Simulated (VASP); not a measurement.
A run of VASP 6.6.1 is set up as follows.

Contents of INCAR:

```
PREC = Accurate ; ENCUT = 520
EDIFF = 1E-6 ; ISMEAR = 0
SIGMA = 0.01 ; LREAL = False
LASPH = True ; NELM = 100
ALGO = Normal ; ISIF = 2
LWAVE = False ; LCHARG = True
GGA = PE ; LELF = True
LVHAR = True ; NBANDS = 17
```

Contents of KPOINTS:

```
Automatic mesh
0
Gamma
  4 4 4
```

POSCAR

```
TePb
1.0
    0.0000000000      3.2678368377      3.2678368377
    3.2678368377      0.0000000000      3.2678368377
    3.2678368377      3.2678368377      0.0000000000
Pb Te
1 1
Direct
    0.0000000000      0.0000000000      0.0000000000
    0.5000000000      0.5000000000      0.5000000000
```

Potentials or basis: VASP PAW PBE potentials, release 64 (Pb_d, Te).

Run with:

```console
$ cat potpaw_PBE.64/Pb_d/POTCAR potpaw_PBE.64/Te/POTCAR > POTCAR
$ mpirun -np 1 vasp_std > vasp.out
```

Question: What does it give for the band gap on the k mesh?

Answer: 0.80 eV, direct.

Question: Predict the pressure.

Answer: 0.6 GPa.

Caveat: spin-orbit coupling is left out, which moves the levels of the heavy elements. A k mesh can miss the band edges.
